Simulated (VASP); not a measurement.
# BN (R3m) in VASP: further runs

The runs below take BN through single point, with r2SCAN+D4.

Program: VASP 6.6.1. These are calculated values, not measurements. Logs are shortened: lines on timing, memory, paths and dates and some standing lists are left out, and cuts for length are marked.

## Step 1: The cell of the first run

It takes space group R3m (No. 160, trigonal). The conventional cell has a = 2.485 Å, b = 2.485 Å, c = 10.051 Å, α = 90.00°, β = 90.00°, γ = 120.00°. B (site symmetry 3m) has 3 N at 1.43 Å within 1.9 Å. Within 1.9 Å of N (site symmetry 3m) lie 3 B at 1.43 Å.

## Step 2: Single point, r2SCAN+D4

The input, POSCAR:

```
BN
1.0
    1.2427249550      0.7174869680      3.3502961770
   -1.2427249550      0.7174869680      3.3502961770
    0.0000000000     -1.4349749293      3.3502961770
B N
1 1
Direct
    0.9996710000      0.9996710000      0.9996710000
    0.3327620000      0.3327620000      0.3327620000
```

The input, INCAR.step1:

```
PREC = Accurate ; ENCUT = 520
ISMEAR = 0 ; SIGMA = 0.01
LREAL = F ; LASPH = T
NELM = 60 ; NBANDS = 11
GGA = PE ; ALGO = Normal
EDIFF = 1E-4 ; LWAVE = T
LCHARG = F
```

The input, INCAR.step2:

```
PREC = Accurate ; ENCUT = 520
EDIFF = 1E-7 ; ISMEAR = 0
SIGMA = 0.01 ; LREAL = F
LASPH = T ; NELM = 60
ALGO = Normal ; ISIF = 2
LWAVE = F ; LCHARG = T
METAGGA = R2SCAN ; LMIXTAU = T
IVDW = 13 ; VDW_S6 = 1.0
VDW_S8 = 0.6018749 ; VDW_A1 = 0.51559235
VDW_A2 = 5.77342911 ; LELF = T
LVHAR = T ; NBANDS = 11
ISTART = 1
```

The input, KPOINTS:

```
Automatic mesh
0
Gamma
  10 10 10
```

Potentials or basis: VASP PAW PBE potentials, release 64 (B, N).

Run with:

```console
$ cat potpaw_PBE.64/B/POTCAR potpaw_PBE.64/N/POTCAR > POTCAR
$ cp INCAR.step1 INCAR
$ mpirun -np 1 vasp_std > vasp.out
$ cp INCAR.step2 INCAR
$ mpirun -np 1 vasp_std > vasp.out
```

OUTCAR:

```text
PREC = Accurate
   ENCUT = 520
   EDIFF = 1E-7
   ISMEAR = 0
   LREAL = F
   LASPH = T
   NELM = 60
   ISIF = 2
   METAGGA = R2SCAN
   IVDW = 13
   ISTART = 1

 ion  position               nearest neighbor table
   1  1.000  1.000  1.000-   2 1.43   2 1.43   2 1.43
   2  0.333  0.333  0.333-   1 1.43   1 1.43   1 1.43

  LATTYP: Found a trigonal (rhomboedric) cell.
 ALAT       =     3.6446724594
 COS(alpha) =     0.7674785490

  Lattice vectors:

 A1 = (   1.2427249550,   0.7174869680,   3.3502961770)
 A2 = (  -1.2427249550,   0.7174869680,   3.3502961770)
 A3 = (   0.0000000000,  -1.4349749293,   3.3502961770)

Analysis of symmetry for initial positions (statically):
=====================================================================
 Subroutine PRICEL returns:
 Original cell was already a primitive cell.

 Routine SETGRP: Setting up the symmetry group for a
 trigonal (rhombohedral) supercell.

 Subroutine GETGRP returns: Found  6 space group operations
 (whereof  6 operations were pure point group operations)
 out of a pool of 12 trial point group operations.

The static configuration has the point symmetry C_3v.

Analysis of symmetry for dynamics (positions and initial velocities):
=====================================================================
 Subroutine PRICEL returns:
 Original cell was already a primitive cell.

 Routine SETGRP: Setting up the symmetry group for a
 trigonal (rhombohedral) supercell.

 Subroutine GETGRP returns: Found  6 space group operations
 (whereof  6 operations were pure point group operations)
 out of a pool of 12 trial point group operations.

The dynamic configuration has the point symmetry C_3v.

 Subroutine INISYM returns: Found  6 space group operations
 (whereof  6 operations are pure point group operations),
 and found     1 'primitive' translations

----------------------------------------------------------------------------------------

                                     Primitive cell

  volume of cell :      17.9235

  direct lattice vectors                    reciprocal lattice vectors
     1.242724955  0.717486968  3.350296177     0.402341643  0.232292149  0.099493714
    -1.242724955  0.717486968  3.350296177    -0.402341643  0.232292149  0.099493714
     0.000000000 -1.434974929  3.350296177     0.000000000 -0.464584298  0.099493645

  length of vectors
     3.644672459  3.644672459  3.644672485     0.475118342  0.475118342  0.475118465

  position of ions in fractional coordinates (direct lattice)
     0.999671000  0.999671000  0.999671000
     0.332762000  0.332762000  0.332762000

  ion indices of the primitive-cell ions
   primitive index   ion index
                 1           1
                 2           2

----------------------------------------------------------------------------------------

 KPOINTS: Automatic mesh

Automatic generation of k-mesh.
 Grid dimensions read from file:
 generate k-points for:   10   10   10

 Generating k-lattice:

  Cartesian coordinates                     Fractional coordinates (reciprocal lattice)
     0.040234164  0.023229215  0.009949371     0.100000000 -0.000000000  0.000000000
    -0.040234164  0.023229215  0.009949371    -0.000000000  0.100000000  0.000000000
     0.000000000 -0.046458430  0.009949365     0.000000000  0.000000000  0.100000000

  Length of vectors
     0.047511834  0.047511834  0.047511846

  Shift w.r.t. Gamma in fractional coordinates (k-lattice)
     0.000000000  0.000000000  0.000000000

 Subroutine IBZKPT returns following result:
 ===========================================

 Found    116 irreducible k-points:

 Following reciprocal coordinates:
            Coordinates               Weight
  0.000000  0.000000  0.000000      1.000000
  0.100000  0.000000  0.000000      6.000000
  0.200000  0.000000  0.000000      6.000000
  0.300000  0.000000  0.000000      6.000000
  0.400000  0.000000  0.000000      6.000000
  0.500000  0.000000  0.000000      3.000000
[... 16 lines left out ...]
  0.300000  0.300000  0.000000      6.000000
  0.400000  0.300000  0.000000     12.000000
 [... further k-points ...]
   k-points           NKPTS =    116   k-points in BZ     NKDIM =    116   number of bands    NBANDS=     11
   number of dos      NEDOS =    301   number of ions     NIONS =      2
   total plane-waves  NPLWV =  21952
   dimension x,y,z NGX =    28 NGY =   28 NGZ =   28
   dimension x,y,z NGXF=    56 NGYF=   56 NGZF=   56
   ions per type =               1   1
   NGX,Y,Z   is equivalent  to a cutoff of  12.77, 12.77, 12.77 a.u.
   NGXF,Y,Z  is equivalent  to a cutoff of  25.54, 25.54, 25.54 a.u.
 SYSTEM =  unknown system
   PREC   = accura    normal or accurate (medium, high low for compatibility)
   ISTART =      1    job   : 0-new  1-cont  2-samecut
   ICHARG =      0    charge: 1-file 2-atom 10-const
   ISPIN  =      1    spin polarized calculation?
   LNONCOLLINEAR =      F non collinear calculations
   LSORBIT =      F    spin-orbit coupling
   LASPH  =      T    aspherical Exc in radial PAW
   ENCUT  =  520.0 eV  38.22 Ry    6.18 a.u.   6.78  6.78  6.78*2*pi/ulx,y,z
   NELM   =     60;   NELMIN=  2; NELMDL=  0     # of ELM steps
   EDIFF  = 0.1E-06   stopping-criterion for ELM
   LREAL  =      F    real-space projection
   EDIFFG = 0.1E-05   stopping-criterion for IOM
   NSW    =      0    number of steps for IOM
   IBRION =     -1    ionic relax: 0-MD 1-quasi-New 2-CG
   NFREE  =      0    steps in history (QN), initial steepest desc. (CG)
   ISIF   =      2    stress and relaxation
   ISYM   =      2    0-nonsym 1-usesym 2-fastsym
   POTIM  = 0.5000    time-step for ionic-motion
   TEBEG  =    0.0;   TEEND  =   0.0 temperature during run
   PSTRESS=    0.0 pullay stress
   NELECT =       8.0000    total number of electrons
   NUPDOWN=      -1.0000    fix difference up-down
   EMIN   =  10.00;   EMAX   =-10.00  energy-range for DOS
   EFERMI =   0.00;   METHOD = LEGACY
   ISMEAR =     0;   SIGMA  =   0.01  broadening in eV -4-tet -1-fermi 0-gaus
   EFERMI_NEDOS =   21; number of points for ismear=-14 and -15
   IALGO  =     38    algorithm
   IMIX   =      4    mixing-type and parameters
     AMIX     =   0.40;   BMIX     =  1.00
     AMIX_MAG =   1.60;   BMIX_MAG =  1.00
  volume/ion in A,a.u.               =       8.96        60.48
  Fermi-wavevector in a.u.,A,eV,Ry     =   1.251114  2.364263 21.297017  1.565287
  Thomas-Fermi vector in A             =   2.385077
   LORBIT       =      0    0 simple, 1 ext, 2 COOP (PROOUT), +10 PAW based schemes
   METAGGA = R2SCAN    functional components
   LHFCALC =     F    Hartree Fock is set to
   AEXX    =    0.0000 exact exchange contribution
   IVDW    =    13    specifies the selected vdW correction
   LEPSILON=     F    determine dielectric tensor
   LRPA    =     F    only Hartree local field effects (RPA)
 non-spin polarized calculation
 Gauss-broadening in eV      SIGMA  =   0.01
  energy-cutoff  :      520.00
  volume of cell :       17.92
 maximum number of plane-waves:       505
   NGX = 13   NGY = 13   NGZ = 13

 number of electron       8.0000000 magnetization

 Free energy of the ion-electron system (eV)
  ---------------------------------------------------
  ext. energy  EPLUGINS =         0.00000000
  ---------------------------------------------------
  free energy    TOTEN  =       -19.29149113 eV

  energy without entropy =      -19.29149113  energy(sigma->0) =      -19.29149113

 E-fermi :   2.1289     XC(G=0): -10.7292

 val. band max:        2.0520820474   @ k =  -0.3000   0.3000   0.0000
 cond. band min:       6.8754044520   @ k =   0.5000   0.5000   0.0000
 fundamental gap:      4.8233224046
 Fermi energy:         2.1289247101

 k-point     1 :       0.0000    0.0000    0.0000
  band No.  band energies     occupation
      1     -16.8902      2.00000
      2      -2.3457      2.00000
      3       0.7273      2.00000
      4       0.7273      2.00000
      5       7.5924      0.00000
      6      14.6221      0.00000
      7      14.6221      0.00000
      8      16.7106      0.00000
      9      18.0838      0.00000
     10      29.8559      0.00000
     11      31.7624      0.00000

 k-point     2 :       0.1000    0.0000    0.0000
  band No.  band energies     occupation
      1     -16.6807      2.00000
      2      -2.1183      2.00000
      3      -0.1208      2.00000
      4       0.3434      2.00000
      5       8.0069      0.00000
      6      14.5420      0.00000
      7      15.5289      0.00000
      8      15.9429      0.00000
      9      18.7321      0.00000
     10      28.8844      0.00000
     11      30.4259      0.00000

 k-point     3 :       0.2000    0.0000    0.0000
  band No.  band energies     occupation
      1     -16.0708      2.00000
      2      -2.1367      2.00000
      3      -1.4405      2.00000
      4      -0.5222      2.00000
      5       9.0701      0.00000
      6      13.9835      0.00000
      7      14.4247      0.00000
      8      17.9143      0.00000
      9      20.1646      0.00000
     10      25.5315      0.00000
     11      28.0508      0.00000
[... 267 lines left out ...]
 k-point    23 :       0.3000    0.3000    0.0000
  band No.  band energies     occupation
      1     -15.0802      2.00000
      2      -4.3936      2.00000
      3      -1.4472      2.00000
      4      -0.8940      2.00000
      5      10.1155      0.00000
      6      12.3869      0.00000
      7      14.5338      0.00000
      8      21.0520      0.00000
      9      21.7708      0.00000
     10      23.1868      0.00000
     11      29.1366      0.00000

 k-point    24 :       0.4000    0.3000    0.0000
  band No.  band energies     occupation
      1     -14.4131      2.00000
      2      -5.4222      2.00000
      3      -2.3634      2.00000
      4      -0.1928      2.00000
      5       9.1197      0.00000
      6      13.2785      0.00000
      7      15.3510      0.00000
      8      20.6922      0.00000
      9      21.4452      0.00000
     10      24.3838      0.00000
     11      28.0900      0.00000

 [... further k-points ...]

------------------------ aborting loop because EDIFF is reached ----------------------------------------

  DFT-D4 for vdW energy calculation

  Edisp (eV):   -0.13807

  FORCE on cell =-STRESS in cart. coord.  units (eV):
  Direction    XX          YY          ZZ          XY          YZ          ZX
  --------------------------------------------------------------------------------------
  -------------------------------------------------------------------------------------
  Total       0.74950     0.74950    -0.09445     0.00000     0.00000     0.00000
  in kB      66.99786    66.99780    -8.44317     0.00000     0.00000     0.00000
  external pressure =       41.85 kB  Pullay stress =        0.00 kB

 VOLUME and BASIS-vectors are now :
 -----------------------------------------------------------------------------
  energy-cutoff  :      520.00
  volume of cell :       17.92
      direct lattice vectors                 reciprocal lattice vectors
     1.242724955  0.717486968  3.350296177     0.402341643  0.232292149  0.099493714
    -1.242724955  0.717486968  3.350296177    -0.402341643  0.232292149  0.099493714
     0.000000000 -1.434974929  3.350296177     0.000000000 -0.464584298  0.099493645

 POSITION                                       TOTAL-FORCE (eV/Angst)
 -----------------------------------------------------------------------------------
      0.00000     -0.00000     10.04758         0.000000      0.000000     -0.006566
      0.00000     -0.00000      3.34455         0.000000     -0.000000      0.006566
 -----------------------------------------------------------------------------------
    total drift:                                0.000000      0.000023      0.000091

  FREE ENERGIE OF THE ION-ELECTRON SYSTEM (eV)
  ---------------------------------------------------
  free  energy   TOTEN  =       -19.4295569044 eV

  energy  without entropy=      -19.4295569044  energy(sigma->0) =      -19.42955690
```

Run time: 3.9 min. Hardware: 1 thread of Intel Xeon 8259CL, shared host; peak memory 0.17 GiB.

Results:

```
Free energy                : -19.4296 eV
Pressure                   : 4.2 GPa
Largest force              : 0.007 eV/Å
Band gap on the k mesh     : 4.82 eV (least direct gap 5.66 eV)
Dispersion energy per atom : -0.069 eV
```

Forces in eV/Å, atoms in the order of the input:
```
B    0.000  0.000 -0.007
N    0.000  0.000  0.007
```

Stress tensor (GPa, compression positive):
```
 6.70  0.00  0.00
 0.00  6.70  0.00
 0.00  0.00 -0.84
```

Levels at points of the mesh, in eV from the valence-band top:
```csv
k point,band 1,band 2,band 3,band 4,band 5,band 6,band 7,band 8
"(0.00, 0.00, 0.00)",-18.94,-4.40,-1.32,-1.32,5.54,12.57,12.57,14.66
"(0.50, 0.00, 0.00)",-15.60,-9.41,-4.29,-0.64,5.98,10.81,13.87,15.90
"(0.50, 0.50, 0.00)",-15.52,-9.28,-4.35,-1.25,4.82,10.81,15.22,18.77
"(0.50, 0.50, 0.50)",-18.67,-6.46,-1.34,-1.34,10.97,12.49,12.49,13.42
```

Caveat: the cell stands under pressure; the PAW data sets were made with another functional, which shifts forces and pressure a little.

[end of part 1 of 3]
